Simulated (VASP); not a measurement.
The system is BeTe.

```
Be Te
1.0
     7.43320    0.00000    0.00000
     0.00000    4.23237    0.00000
     0.00000    0.00000    4.00748
Be Te
4 4
Direct
  0.75000 0.00000 0.35541
  0.00000 0.50000 0.00000
  0.25000 0.00000 0.64459
  0.50000 0.50000 0.00000
  0.75000 0.50000 0.64459
  0.00000 0.00000 0.00000
  0.25000 0.50000 0.35541
  0.50000 0.00000 0.00000
```

The cell was built from a structure type or drawn by symmetry, and may not be a known phase.

```yaml
Program: VASP 6.6.1
Task: relaxation of cell and atoms
Functional: PBE
Potentials_or_basis: VASP PAW PBE potentials, release 64 (Be, Te)
Cutoff: 600 eV
k_mesh: 4 × 4 × 4
Occupations: gaussian, width 0.1 eV
Spin: no spin polarisation
```

At the start: pressure 35.2 GPa; volume 15.76 Å³/atom.

**Question.** How do energy, volume and symmetry change on relaxing?

**Answer.** Over 22 steps the energy falls by 667.3 meV/atom and the volume is 19.52 Å³/atom (+23.9 %); space group Pmma (No. 51, to 0.1 Å) before and after.

Step by step:
```tsv
step	energy change (eV)	largest force (eV/Å)	pressure (GPa)	volume (Å³)
1	0.0000	3.4195	35.22	126.08
2	-3.9028	0.1960	-7.80	199.26
3	-4.7421	1.0101	-0.76	169.53
4	-4.7433	0.9732	-1.14	170.57
5	-4.8701	0.7750	-0.88	168.01
6	-5.0981	0.3559	0.36	160.38
7	-4.9658	0.5947	5.91	145.35
8	-5.1292	0.4186	1.87	154.87
9	-5.1886	0.3118	-1.38	161.07
10	-5.1921	0.3320	-0.80	159.83
11	-5.2310	0.3062	-0.46	158.14
12	-5.2654	0.2449	0.39	154.90
13	-5.3009	0.1844	0.00	155.34
14	-5.3159	0.1404	-0.34	155.86
15	-5.3190	0.1066	0.60	153.82
16	-5.3197	0.1177	0.31	154.43
17	-5.3259	0.1222	0.16	155.01
18	-5.3305	0.0800	-0.05	156.03
19	-5.3351	0.0706	-0.04	156.28
20	-5.3361	0.0657	-0.02	156.46
21	-5.3378	0.0523	0.00	156.32
22	-5.3383	0.0392	0.03	156.19
```

Final structure:
```
Be Te
1.0
     7.57341    0.00000    0.00000
     0.00000    5.30411    0.00000
     0.00000    0.00000    3.88821
Be Te
4 4
Direct
  0.75000 0.00000 0.48603
  0.00000 0.50000 0.00000
  0.25000 0.00000 0.51397
  0.50000 0.50000 0.00000
  0.75000 0.50000 0.56138
  0.00000 0.00000 0.00000
  0.25000 0.50000 0.43862
  0.50000 0.00000 0.00000
```

Caveat: the k points lie up to 0.40 Å⁻¹ apart in the final cell, too coarse for converged energies and pressures of a metal; the volume moved by over 15 % at a fixed basis, so the end points are rough.
